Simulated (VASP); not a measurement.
# BN (P3m1) in VASP: notebook

Runs on BN. Level: PBE. Tasks: single point.

All numbers are computed with VASP 6.6.1; they aren't measurements. Logs are shortened: lines on timing, memory, paths and dates and some standing lists are left out, and cuts for length are marked.

**1. The cell of the first run**

It takes space group P3m1 (No. 156, trigonal). Conventional cell: a = 2.564 Å, b = 2.564 Å, c = 12.261 Å, α = 90.00°, β = 90.00°, γ = 120.00°. Within 1.7 Å of B (site symmetry 3m) lie 4 N at 1.27 to 1.57 Å. Within 2.1 Å of B (site symmetry 3m) lie 4 N at 1.57 Å. B (site symmetry 3m) has 4 N at 1.57 Å within 2.1 Å. Within 2.1 Å of B (site symmetry 3m) lie 4 N at 1.57 Å. Within 2.1 Å of B (site symmetry 3m) lie 4 N at 1.57 Å. Within 2.1 Å of B (site symmetry 3m) lie 4 N at 1.57 Å. Within 2.1 Å of N (site symmetry 3m) lie 4 B at 1.57 Å. N (site symmetry 3m) has 4 B at 1.57 Å within 2.1 Å.

**2. Single point, PBE (the distance across one plane changed)**

The input, INCAR:

```
SYSTEM = BN
ALGO = Normal
EDIFF = 1E-6
ENCUT = 520
GGA = PE
ISIF = 2
ISMEAR = 0
LASPH = .True.
LCHARG = .False.
LREAL = .False.
LWAVE = .False.
NBANDS = 36
NELM = 60
PREC = Accurate
SIGMA = 0.05
```

The input, KPOINTS:

```
k-points
0
Gamma
  10 10 2
  0 0 0
```

The input, POSCAR:

```
BN
1.0
    1.8130010000     -1.8130010000      0.0000000000
    1.8130010000      0.0000000000     -1.8130010000
    7.0787989192      7.0787989192      7.0787989192
B N
6 6
Direct
    0.6666666667      0.6666666667      0.0639951101
    0.0000000000      0.0000000000      0.9177185646
    0.3333333333      0.3333333333      0.2347398010
    0.6666666667      0.6666666667      0.5762291828
    0.0000000000      0.0000000000      0.4054844919
    0.3333333333      0.3333333333      0.7469738737
    0.6666666667      0.6666666667      0.4481706646
    1.0000000000      1.0000000000      0.2774259738
    0.3333333333      0.3333333333      0.6189153555
    0.6666666667      0.6666666667      0.9604047373
    0.0000000000      0.0000000000      0.7896600464
    0.3333333333      0.3333333333      0.1066812829
```

Potentials or basis: VASP PAW PBE potentials, release 64 (B, N).

Launch:

```console
$ cat potpaw_PBE.64/B/POTCAR potpaw_PBE.64/N/POTCAR > POTCAR
$ mpirun -np 1 vasp_std > vasp.out
```

OUTCAR:

```text
SYSTEM = BN
   EDIFF = 1E-6
   ENCUT = 520
   GGA = PE
   ISIF = 2
   ISMEAR = 0
   LASPH = .True.
   LREAL = .False.
   NELM = 60
   PREC = Accurate

 ion  position               nearest neighbor table
   1  0.667  0.667  0.064-  10 1.27  12 1.57  12 1.57  12 1.57
   2  0.000  0.000  0.918-  10 1.57  10 1.57  10 1.57  11 1.57
   3  0.333  0.333  0.235-  12 1.57   8 1.57   8 1.57   8 1.57
   4  0.667  0.667  0.576-   9 1.57   9 1.57   9 1.57   7 1.57
   5  0.000  0.000  0.405-   8 1.57   7 1.57   7 1.57   7 1.57
   6  0.333  0.333  0.747-  11 1.57  11 1.57  11 1.57   9 1.57
   7  0.667  0.667  0.448-   5 1.57   5 1.57   5 1.57   4 1.57
   8  0.000  0.000  0.277-   5 1.57   3 1.57   3 1.57   3 1.57
   9  0.333  0.333  0.619-   4 1.57   4 1.57   4 1.57   6 1.57
  10  0.667  0.667  0.960-   1 1.27   2 1.57   2 1.57   2 1.57
  11  0.000  0.000  0.790-   6 1.57   6 1.57   6 1.57   2 1.57
  12  0.333  0.333  0.107-   3 1.57   1 1.57   1 1.57   1 1.57

  LATTYP: Found a hexagonal cell.
 ALAT       =     2.5639706028
 C/A-ratio  =     4.7819734638

  Lattice vectors:

 A1 = (  -1.8130010000,   0.0000000000,   1.8130010000)
 A2 = (   1.8130010000,  -1.8130010000,   0.0000000000)
 A3 = (   7.0787989192,   7.0787989192,   7.0787989192)

Analysis of symmetry for initial positions (statically):
=====================================================================
 Subroutine PRICEL returns:
 Original cell was already a primitive cell.

 Routine SETGRP: Setting up the symmetry group for a
 hexagonal supercell.

 Subroutine GETGRP returns: Found  6 space group operations
 (whereof  6 operations were pure point group operations)
 out of a pool of 24 trial point group operations.

The static configuration has the point symmetry C_3v.

Analysis of symmetry for dynamics (positions and initial velocities):
=====================================================================
 Subroutine PRICEL returns:
 Original cell was already a primitive cell.

 Routine SETGRP: Setting up the symmetry group for a
 hexagonal supercell.

 Subroutine GETGRP returns: Found  6 space group operations
 (whereof  6 operations were pure point group operations)
 out of a pool of 24 trial point group operations.

The dynamic configuration has the point symmetry C_3v.

 Subroutine INISYM returns: Found  6 space group operations
 (whereof  6 operations are pure point group operations),
 and found     1 'primitive' translations

[... 121 lines left out ...]
   ISYM   =      2    0-nonsym 1-usesym 2-fastsym
   POTIM  = 0.5000    time-step for ionic-motion
   TEBEG  =    0.0;   TEEND  =   0.0 temperature during run
   PSTRESS=    0.0 pullay stress
   NELECT =      48.0000    total number of electrons
   NUPDOWN=      -1.0000    fix difference up-down
   EMIN   =  10.00;   EMAX   =-10.00  energy-range for DOS
   EFERMI =   0.00;   METHOD = LEGACY
   ISMEAR =     0;   SIGMA  =   0.05  broadening in eV -4-tet -1-fermi 0-gaus
   EFERMI_NEDOS =   21; number of points for ismear=-14 and -15
   IALGO  =     38    algorithm
   IMIX   =      4    mixing-type and parameters
     AMIX     =   0.40;   BMIX     =  1.00
     AMIX_MAG =   1.60;   BMIX_MAG =  1.00
  volume/ion in A,a.u.               =       5.82        39.25
  Fermi-wavevector in a.u.,A,eV,Ry     =   1.444984  2.730623 28.408663  2.087978
  Thomas-Fermi vector in A             =   2.563217
   LORBIT       =      0    0 simple, 1 ext, 2 COOP (PROOUT), +10 PAW based schemes
   GGA     = PE    functional components
   LHFCALC =     F    Hartree Fock is set to
   AEXX    =    0.0000 exact exchange contribution
   IVDW    =     0    specifies the selected vdW correction
   LEPSILON=     F    determine dielectric tensor
   LRPA    =     F    only Hartree local field effects (RPA)
 non-spin polarized calculation
 Gauss-broadening in eV      SIGMA  =   0.05
  energy-cutoff  :      520.00
  volume of cell :       69.80
 maximum number of plane-waves:      1906
   NGX =  9   NGY =  9   NGZ = 45

 number of electron      48.0000000 magnetization

 Free energy of the ion-electron system (eV)
  ---------------------------------------------------
  ext. energy  EPLUGINS =         0.00000000
  ---------------------------------------------------
  free energy    TOTEN  =      -103.07054080 eV

  energy without entropy =     -103.07054080  energy(sigma->0) =     -103.07054080

 E-fermi :   8.1832     XC(G=0): -12.8860

 val. band max:        7.9063751337   @ k =   0.0000   0.0000   0.0000
 cond. band min:      11.8556879186   @ k =   0.5000   0.0000   0.0000
 fundamental gap:      3.9493127849
 Fermi energy:         8.1831934762

 k-point     1 :       0.0000    0.0000    0.0000
  band No.  band energies     occupation
      1     -13.5979      2.00000
      2     -12.2927      2.00000
      3     -11.7477      2.00000
      4     -10.3433      2.00000
      5      -9.8302      2.00000
      6      -8.1532      2.00000
[... 925 lines left out ...]
     35      19.1214      0.00000
     36      19.8014      0.00000

 [... further k-points ...]
[... 5 lines left out ...]
  --------------------------------------------------------------------------------------
  -------------------------------------------------------------------------------------
  Total        7.0453213      7.0453213      7.0453213      6.0853727      6.0853727      6.0853727
  in kB      161.7091040    161.7091040    161.7091040    139.6756958    139.6756958    139.6756958
  external PRESSURE =     161.7091040 kB  Pullay stress =       0.0000000 kB

 VOLUME and BASIS-vectors are now :
 -----------------------------------------------------------------------------
  energy-cutoff  :      520.00
  volume of cell :       69.80
      direct lattice vectors                 reciprocal lattice vectors
     1.813001000 -1.813001000  0.000000000     0.183857225 -0.367714451  0.183857225
     1.813001000  0.000000000 -1.813001000     0.183857225  0.183857225 -0.367714451
     7.078798919  7.078798919  7.078798919     0.047088968  0.047088968  0.047088968

 POSITION                                       TOTAL-FORCE (eV/Angst)
 -----------------------------------------------------------------------------------
      2.87034     -0.75566     -0.75566         7.021508      7.021508      7.021508
      6.49635      6.49635      6.49635        -1.014168     -1.014168     -1.014168
      2.87034      1.05734      1.05734        -0.172125     -0.172125     -0.172125
      6.49635      2.87034      2.87034        -0.161533     -0.161533     -0.161533
      2.87034      2.87034      2.87034        -0.161846     -0.161846     -0.161846
      6.49635      4.68334      4.68334        -0.169277     -0.169277     -0.169277
      5.58984      1.96384      1.96384         0.161328      0.161328      0.161328
      1.96384      1.96384      1.96384         0.167561      0.167561      0.167561
      5.58984      3.77684      3.77684         0.162162      0.162162      0.162162
      9.21585      5.58984      5.58984        -7.304062     -7.304062     -7.304062
      5.58984      5.58984      5.58984         0.177040      0.177040      0.177040
      1.96384      0.15084      0.15084         1.293412      1.293412      1.293412
 -----------------------------------------------------------------------------------
    total drift:                               -0.000205     -0.000204     -0.000204

  FREE ENERGIE OF THE ION-ELECTRON SYSTEM (eV)
  ---------------------------------------------------
  free  energy   TOTEN  =      -103.0705408038 eV

  energy  without entropy=     -103.0705408038  energy(sigma->0) =     -103.07054080
```

stdout:

```text
POSCAR found type information on POSCAR B N
 POSCAR found :  2 types and      12 ions
 scaLAPACK will be used
 LDA part: xc-table for (Slater+PW92), standard interpolation
 POSCAR, INCAR and KPOINTS ok, starting setup
 FFT: planning ... GRIDC
 FFT: planning ... GRID_SOFT
 FFT: planning ... GRID
 WAVECAR not read
 entering main loop
```

It took 52 s on 1 thread of Intel Xeon Platinum 8559C (Emerald Rapids), shared host; peak memory 0.2 GiB.

What came out:

```
Free energy            : -103.0705 eV
Pressure               : 16.2 GPa
Largest force          : 12.651 eV/Å
Band gap on the k mesh : 3.95 eV (least direct gap 5.81 eV)
```

Forces in eV/Å, atoms in the order of the input:
```
B    7.022  7.022  7.022
B   -1.014 -1.014 -1.014
B   -0.172 -0.172 -0.172
B   -0.162 -0.162 -0.162
B   -0.162 -0.162 -0.162
B   -0.169 -0.169 -0.169
N    0.161  0.161  0.161
N    0.168  0.168  0.168
N    0.162  0.162  0.162
N   -7.304 -7.304 -7.304
N    0.177  0.177  0.177
N    1.293  1.293  1.293
```

Stress tensor (GPa, compression positive):
```
16.17 13.97 13.97
13.97 16.17 13.97
13.97 13.97 16.17
```

Levels at points of the mesh, in eV from the valence-band top:
| k point | band 20 | band 21 | band 22 | band 23 | band 24 | band 25 | band 26 | band 27 | band 28 | band 29 |
| --- | --- | --- | --- | --- | --- | --- | --- | --- | --- | --- |
| (0.00, 0.00, 0.00) | -0.73 | -0.73 | -0.39 | 0.00 | 0.00 | 7.82 | 7.97 | 7.97 | 8.55 | 9.05 |
| (0.50, 0.00, 0.00) | -3.86 | -3.38 | -2.92 | -2.20 | -1.86 | 3.95 | 5.58 | 6.14 | 8.27 | 8.83 |
| (0.00, 0.00, 0.50) | -0.86 | -0.59 | -0.59 | -0.04 | -0.04 | 7.75 | 8.04 | 8.04 | 8.64 | 8.83 |
| (0.50, 0.00, 0.50) | -3.76 | -3.08 | -2.62 | -2.46 | -1.96 | 4.24 | 4.93 | 6.93 | 7.46 | 9.06 |

Caveat: the cell differs from its parent crystal (the distance across one plane changed); the cell stands under pressure; forces of over 1 eV/Å act on the atoms, so gaps and moduli don't describe the material at rest.

**3. Single point, PBE (the distance across one plane changed)**

The input, INCAR:

```
PREC     = Accurate       # precision mode
ENCUT    = 520            # plane-wave cutoff, eV
EDIFF    = 1E-7           # SCF threshold, eV
ISMEAR   = 0              # smearing method
SIGMA    = 0.05           # smearing width, eV
LREAL    = False          # projectors in reciprocal space
LASPH    = True           # aspherical terms in the spheres
NELM     = 100            # most SCF steps
ALGO     = Normal         # electronic algorithm
ISIF     = 2              # what is computed and relaxed
LWAVE    = False          # write WAVECAR
LCHARG   = False          # write CHGCAR
GGA      = PE             # functional
NBANDS   = 36             # bands
```

The input, KPOINTS:

```
Automatic mesh
0
Gamma
  10 10 2
```

The input, POSCAR:

```
BN
1.0
    1.8130010000     -1.8130010000      0.0000000000
    1.8130010000      0.0000000000     -1.8130010000
    7.5406791346      7.5406791346      7.5406791346
B N
6 6
Direct
    0.6666666667      0.6666666667      0.0600752941
    0.0000000000      0.0000000000      0.8615066451
    0.3333333333      0.3333333333      0.2203615643
    0.6666666667      0.6666666667      0.5409341047
    0.0000000000      0.0000000000      0.3806478345
    0.3333333333      0.3333333333      0.7012203749
    0.6666666667      0.6666666667      0.4207194020
    1.0000000000      1.0000000000      0.2604331318
    0.3333333333      0.3333333333      0.5810056723
    0.6666666667      0.6666666667      0.9015782127
    0.0000000000      0.0000000000      0.7412919425
    0.3333333333      0.3333333333      0.1001468616
```

Potentials or basis: VASP PAW PBE potentials, release 64 (B, N).

Launch:

```console
$ cat potpaw_PBE.64/B/POTCAR potpaw_PBE.64/N/POTCAR > POTCAR
$ mpirun -np 1 vasp_std > vasp.out
```

It took 57 s on 1 thread of Intel Xeon Platinum 8559C (Emerald Rapids), shared host; peak memory 0.2 GiB.

Results (log left out):

```
Free energy            : -103.4849 eV
Pressure               : -6.5 GPa
Largest force          : 1.909 eV/Å
Band gap on the k mesh : 3.05 eV (least direct gap 4.89 eV)
```

Forces in eV/Å, atoms in the order of the input:
```
B   -0.976 -0.976 -0.976
B    1.102  1.102  1.102
B    0.288  0.288  0.288
B    0.232  0.232  0.232
B    0.235  0.235  0.235
B    0.245  0.245  0.245
N   -0.233 -0.233 -0.233
N   -0.245 -0.245 -0.245
N   -0.234 -0.234 -0.234
N    0.954  0.954  0.954
N   -0.291 -0.291 -0.291
N   -1.078 -1.078 -1.078
```

Stress tensor (GPa, compression positive):
```
-6.51 -4.61 -4.61
-4.61 -6.51 -4.61
-4.61 -4.61 -6.51
```

Levels at points of the mesh, in eV from the valence-band top:
| k point | band 21 | band 22 | band 23 | band 24 | band 25 | band 26 | band 27 | band 28 |
| --- | --- | --- | --- | --- | --- | --- | --- | --- |
| (0.00, 0.00, 0.00) | -1.01 | -0.63 | 0.00 | 0.00 | 4.89 | 7.66 | 7.66 | 7.99 |
| (0.50, 0.00, 0.00) | -3.74 | -3.29 | -2.23 | -1.99 | 3.05 | 4.73 | 5.49 | 6.45 |
| (0.00, 0.00, 0.50) | -1.00 | -1.00 | 0.00 | 0.00 | 4.99 | 7.68 | 7.68 | 7.99 |
| (0.50, 0.00, 0.50) | -3.40 | -3.23 | -2.24 | -2.10 | 3.22 | 4.31 | 5.84 | 6.64 |

Caveat: the cell differs from its parent crystal (the distance across one plane changed); the cell stands under tension; forces of over 1 eV/Å act on the atoms, so gaps and moduli don't describe the material at rest.

**4. Single point, PBE (the distance across one plane changed)**

The input, INCAR:

```
SYSTEM = BN
PREC = Accurate
ENCUT = 520
EDIFF = 1E-6
ISMEAR = 0
SIGMA = 0.05
LREAL = .FALSE.
LASPH = .TRUE.
NELM = 60
ALGO = Normal
ISIF = 2
LWAVE = .FALSE.
LCHARG = .FALSE.
GGA = PE
NBANDS = 36
```

The input, KPOINTS:

```
regular mesh
0
G
  10 10 2
  0 0 0
```

The input, POSCAR:

```
BN
1.0
    1.8130010000     -1.8130010000      0.0000000000
    1.8130010000      0.0000000000     -1.8130010000
    7.6850167019      7.6850167019      7.6850167019
B N
6 6
Direct
    0.6666666667      0.6666666667      0.0589469788
    0.0000000000      0.0000000000      0.8453260982
    0.3333333333      0.3333333333      0.2162228027
    0.6666666667      0.6666666667      0.5307744504
    0.0000000000      0.0000000000      0.3734986266
    0.3333333333      0.3333333333      0.6880502743
    0.6666666667      0.6666666667      0.4128175825
    1.0000000000      1.0000000000      0.2555417586
    0.3333333333      0.3333333333      0.5700934064
    0.6666666667      0.6666666667      0.8846450542
    0.0000000000      0.0000000000      0.7273692303
    0.3333333333      0.3333333333      0.0982659348
```

Launch:

```console
$ cat potpaw_PBE.64/B/POTCAR potpaw_PBE.64/N/POTCAR > POTCAR
$ mpirun -np 1 vasp_std > vasp.out
```

Run time: 54 s. Hardware: 1 thread of Intel Xeon Platinum 8559C (Emerald Rapids), shared host; peak memory 0.2 GiB.

The run converged. Its results:

```
Free energy            : -102.6886 eV
Pressure               : -6.8 GPa
Largest force          : 2.570 eV/Å
Band gap on the k mesh : 2.03 eV (least direct gap 3.17 eV)
```

Forces in eV/Å, atoms in the order of the input:
```
B   -0.635 -0.635 -0.635
B    1.484  1.484  1.484
B    0.386  0.386  0.386
B    0.303  0.303  0.303
B    0.308  0.308  0.308
B    0.330  0.330  0.330
N   -0.304 -0.304 -0.304
N   -0.321 -0.321 -0.321
N   -0.306 -0.306 -0.306
N    0.485  0.485  0.485
N   -0.408 -0.408 -0.408
N   -1.322 -1.322 -1.322
```

Stress tensor (GPa, compression positive):
```
-6.78 -4.54 -4.54
-4.54 -6.78 -4.54
-4.54 -4.54 -6.78
```

Levels at points of the mesh, in eV from the valence-band top:
| k point | band 20 | band 21 | band 22 | band 23 | band 24 | band 25 | band 26 | band 27 | band 28 | band 29 |
| --- | --- | --- | --- | --- | --- | --- | --- | --- | --- | --- |
| (0.00, 0.00, 0.00) | -1.33 | -1.33 | -0.96 | 0.00 | 0.00 | 3.17 | 7.00 | 7.00 | 7.30 | 7.45 |
| (0.50, 0.00, 0.00) | -4.44 | -3.95 | -3.62 | -2.30 | -1.80 | 2.03 | 3.85 | 4.88 | 5.73 | 7.08 |
| (0.00, 0.00, 0.50) | -1.44 | -1.32 | -1.32 | 0.00 | 0.00 | 3.27 | 7.01 | 7.01 | 7.31 | 7.46 |
| (0.50, 0.00, 0.50) | -4.47 | -3.80 | -3.61 | -2.30 | -1.86 | 2.12 | 3.67 | 4.94 | 6.00 | 6.62 |

Caveat: the cell differs from its parent crystal (the distance across one plane changed); the cell stands under tension; forces of over 1 eV/Å act on the atoms, so gaps and moduli don't describe the material at rest.

**5. Single point, PBE (the distance across one plane changed)**

The input, INCAR:

```
PREC = Accurate
ENCUT = 520
EDIFF = 1E-6
ISMEAR = 0
SIGMA = 0.05
LREAL = F
LASPH = T
NELM = 100
ALGO = Normal
ISIF = 2
LWAVE = F
LCHARG = T
GGA = PE
LELF = T
LVHAR = T
NBANDS = 36
```

The input, KPOINTS:

```
Automatic mesh
0
Gamma
  10 10 2
```

The input, POSCAR:

```
BN
1.0
    1.8130010000     -1.8130010000      0.0000000000
    1.8130010000      0.0000000000     -1.8130010000
    7.8293542692      7.8293542692      7.8293542692
B N
6 6
Direct
    0.6666666667      0.6666666667      0.0578602655
    0.0000000000      0.0000000000      0.8297421422
    0.3333333333      0.3333333333      0.2122366408
    0.6666666667      0.6666666667      0.5209893915
    0.0000000000      0.0000000000      0.3666130162
    0.3333333333      0.3333333333      0.6753657668
    0.6666666667      0.6666666667      0.4052071100
    1.0000000000      1.0000000000      0.2508307347
    0.3333333333      0.3333333333      0.5595834853
    0.6666666667      0.6666666667      0.8683362360
    0.0000000000      0.0000000000      0.7139598607
    0.3333333333      0.3333333333      0.0964543593
```

Launch:

```console
$ cat potpaw_PBE.64/B/POTCAR potpaw_PBE.64/N/POTCAR > POTCAR
$ mpirun -np 1 vasp_std > vasp.out
```

It took 67 s on 1 thread of Intel Xeon Platinum 8559C (Emerald Rapids), shared host; peak memory 0.21 GiB.

Results (log left out):

* Free energy: -101.9909 eV
* Pressure: -6.5 GPa
* Largest force: 3.088 eV/Å
* Band gap on the k mesh: 1.18 eV (least direct gap 1.96 eV)

Forces on the atoms (eV/Å):
```
B   -0.266 -0.266 -0.266
B    1.783  1.783  1.783
B    0.448  0.448  0.448
B    0.345  0.345  0.345
B    0.350  0.350  0.350
B    0.392  0.392  0.392
N   -0.345 -0.345 -0.345
N   -0.367 -0.367 -0.367
N   -0.351 -0.351 -0.351
N   -0.031 -0.031 -0.031
N   -0.504 -0.504 -0.504
N   -1.454 -1.454 -1.454
```

Stress tensor (GPa, compression positive):
```
-6.46 -4.05 -4.05
-4.05 -6.46 -4.05
-4.05 -4.05 -6.46
```

Levels at points of the mesh, in eV from the valence-band top:
```tsv
k point	band 20	band 21	band 22	band 23	band 24	band 25	band 26	band 27	band 28	band 29
(0.00, 0.00, 0.00)	-1.58	-1.58	-1.17	0.00	0.00	1.96	6.53	6.53	6.80	6.95
(0.50, 0.00, 0.00)	-4.79	-4.14	-3.88	-2.33	-1.54	1.18	3.24	4.43	5.36	6.66
(0.00, 0.00, 0.50)	-1.58	-1.58	-1.58	0.00	0.00	2.07	6.53	6.53	6.81	6.95
(0.50, 0.00, 0.50)	-4.80	-4.07	-3.88	-2.33	-1.58	1.24	3.16	4.42	5.57	6.32
```

Caveat: the cell differs from its parent crystal (the distance across one plane changed); the cell stands under tension; forces of over 1 eV/Å act on the atoms, so gaps and moduli don't describe the material at rest. A k mesh can miss the band edges.

**6. Summary**

| cell | gap on the mesh (eV) | pressure (GPa) | largest force (eV/Å) |
| --- | --- | --- | --- |
| a = 2.564, b = 2.564, c = 12.261 Å, angles 90.0, 90.0, 60.0°, 12 atoms | 3.95 | 16.2 | 12.65 |
| a = 2.564, b = 2.564, c = 13.061 Å, angles 90.0, 90.0, 60.0°, 12 atoms | 3.05 | -6.5 | 1.91 |
| a = 2.564, b = 2.564, c = 13.311 Å, angles 90.0, 90.0, 60.0°, 12 atoms | 2.03 | -6.8 | 2.57 |
| a = 2.564, b = 2.564, c = 13.561 Å, angles 90.0, 90.0, 60.0°, 12 atoms | 1.18 | -6.5 | 3.09 |

Alike in all rows: task single point; level PBE; potentials or basis VASP PAW PBE potentials, release 64 (B, N); no spin polarisation; k mesh 10 × 10 × 2; cutoff (eV) 520; smearing gaussian 0.05 eV.

Caveats: forces of over 1 eV/Å act on the atoms, so gaps and moduli don't describe the material at rest; the cell stands under tension (at least some runs); the cell stands under pressure (at least some runs).

Absolute energies hang on the potentials; compare differences alone.
